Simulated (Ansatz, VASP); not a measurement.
Au: VASP beside Ansatz

Contents of INCAR:

```
PREC = Accurate
ENCUT = 520
EDIFF = 1E-7
ISMEAR = -1
SIGMA = 0.06
LREAL = F
LASPH = T
NELM = 60
ALGO = Normal
ISIF = 2
LWAVE = F
LCHARG = F
GGA = CA
NBANDS = 12
```

The input KPOINTS:

```
regular mesh
0
Gamma
  12 12 12
```

POSCAR

```
Au
1.0
    0.0000000000      2.1161740000      2.1161740000
    2.1161740000      0.0000000000      2.1161740000
    2.1161740000      2.1161740000      0.0000000000
Au
1
Direct
    0.0000000000      0.0000000000      0.0000000000
```

Input for Ansatz:

```yaml
crystal:
  atoms:
  - position: [0.0, 0.0, 0.0]
    symbol: Au
  lattice:
  - [0.0, 2.116174, 2.116174]
  - [2.116174, 0.0, 2.116174]
  - [2.116174, 2.116174, 0.0]
hamiltonian:
  dispersion: none
  pseudopotentials:
    kind: all_electron
    lapw: {}
    relativity: scalar
  xc: lda
kpoints:
  mp_grid:
    grid: [12, 12, 12]
    shift: [0, 0, 0]
magnetization: {spin_polarized: false}
output: {forces: true, stress: true}
scf:
  occupations: {method: fermi_dirac, width: 0.06}
```

Alike in both runs: task single point; functional LDA; k mesh 12 × 12 × 12; occupations fermi-dirac, width 0.06 eV; no spin polarisation.

```csv
,VASP,Ansatz
version,VASP 6.6.1,Ansatz 0.2 development build
potentials or method,"VASP PAW LDA potentials, release 64 (Au), cutoff 520 eV","all-electron full-potential LAPW, scalar-relativistic"
```

```tsv
	VASP	Ansatz	Ansatz less VASP
pressure (GPa)	-17.1	-17.5	-0.34
```

LDA's correlation is that of Perdew and Zunger in VASP and of Perdew and Wang (1992) in Ansatz. Ansatz ran all-electron here, and VASP with PAW potentials.

Spin-orbit coupling is off throughout.
